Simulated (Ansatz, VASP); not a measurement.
Ba2SeS: VASP beside Ansatz

```
CELL_PARAMETERS angstrom
2.35795 1.36136 7.70257
-2.35795 1.36136 7.70257
0.00000 -2.72273 7.70257
ATOMIC_POSITIONS crystal
S 0.00000 0.00000 0.00000
Se 0.50000 0.50000 0.50000
Ba 0.25276 0.25276 0.25276
Ba 0.74724 0.74724 0.74724
```

Alike in both runs: task single point; functional PBE; k mesh 6 × 6 × 6; no spin polarisation.

```csv
,VASP,Ansatz
version,VASP 6.6.1,Ansatz 0.2.0
potentials or method,"VASP PAW PBE potentials, release 64 (S, Se, Ba_sv)","plane waves, PAW"
plane-wave cutoff (eV),520,420
occupations,"gaussian, width 0.01 eV",fixed
valence electrons in the cell,32,42
```

|  | VASP | Ansatz | Ansatz less VASP |
| --- | --- | --- | --- |
| gap on the k mesh at the Fermi level (eV) | 2.08 | 2.15 | +0.079 |
| pressure (GPa) | -1.6 | -2.0 | -0.40 |
| rms of the force components (eV/Å) | 0.007 | 0.007 | 0.0000 |

Atom by atom the forces differ by 0.000 eV/Å (rms over components). VASP's potentials hold 32 valence electrons a cell and Ansatz's 42, so a difference there can come from the potentials and not from the codes.

Spin-orbit coupling is off throughout.
